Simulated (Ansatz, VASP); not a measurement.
# Au in VASP and in Ansatz

```xyz
1
Lattice="-1.6573 1.6573 1.7236 1.6573 -1.6573 1.7236 1.6573 1.6573 -1.7236" Properties=species:S:1:pos:R:3 pbc="T T T"
Au    0.0000    0.0000    0.0000
```

Change from the starting cell: strain +0.000 along x and y, +0.040 along z, atoms carried along.

Alike in both runs: task single point; functional r2SCAN; k mesh 24 × 24 × 24; occupations gaussian, width 0.15 eV; no spin polarisation.

|  | VASP | Ansatz |
| --- | --- | --- |
| version | VASP 6.6.1 | Ansatz 0.2.0 |
| potentials or method | VASP PAW PBE potentials, release 64 (Au), cutoff 520 eV | scalar-relativistic, plane waves, PAW |
| valence electrons in the cell | 11 | 19 |

```tsv
	VASP	Ansatz	Ansatz less VASP
gap on the k mesh at the Fermi level (eV)	none	none	-
pressure (GPa)	-8.7	-8.9	-0.16
traceless stress, the component that is largest in VASP (GPa)	0.18	0.18	-0.006
```

VASP's potentials were made for PBE, not for r2SCAN. A gap of «none» marks a metal or a gap that the smearing closes. The functional is the same, so the differences come from potentials, cutoffs and numerics. VASP's potentials hold 11 valence electrons a cell and Ansatz's 19, so a difference there can come from the potentials and not from the codes.

Neither program's run includes spin-orbit coupling.
